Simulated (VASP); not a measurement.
Here is a VASP 6.6.1 calculation.

The input INCAR:

```
SYSTEM = MgO
PREC = Accurate ; ENCUT = 520
EDIFF = 1E-6 ; ISMEAR = 0
SIGMA = 0.05 ; LREAL = .FALSE.
LASPH = .TRUE. ; NELM = 80
ALGO = Normal ; ISIF = 2
LWAVE = .FALSE. ; LCHARG = .TRUE.
GGA = PS ; LELF = .TRUE.
LVHAR = .TRUE. ; NBANDS = 11
```

The input KPOINTS:

```
regular mesh
0
G
  10 10 10
  0 0 0
```

Contents of POSCAR:

```
MgO
1.0
    0.0000000000      2.1644022651      2.0778261745
    2.1644022651      0.0000000000      2.0778261745
    2.1644022651      2.1644022651      0.0000000000
Mg O
1 1
Direct
    0.0000000000      0.0000000000      0.0000000000
    0.5000000000      0.5000000000      0.5000000000
```

Potentials or basis: VASP PAW PBE potentials, release 64 (Mg, O).

Command:

```bash
$ cat potpaw_PBE.64/Mg/POTCAR potpaw_PBE.64/O/POTCAR > POTCAR
$ mpirun -np 1 vasp_std > vasp.out
```

(1) Predict the pressure.

(2) Estimate the band gap on the k mesh.

Results:

(1) -5.8 GPa.

(2) 4.21 eV, direct.

Caveat: the PAW data sets were made with another functional, which shifts forces and pressure a little.
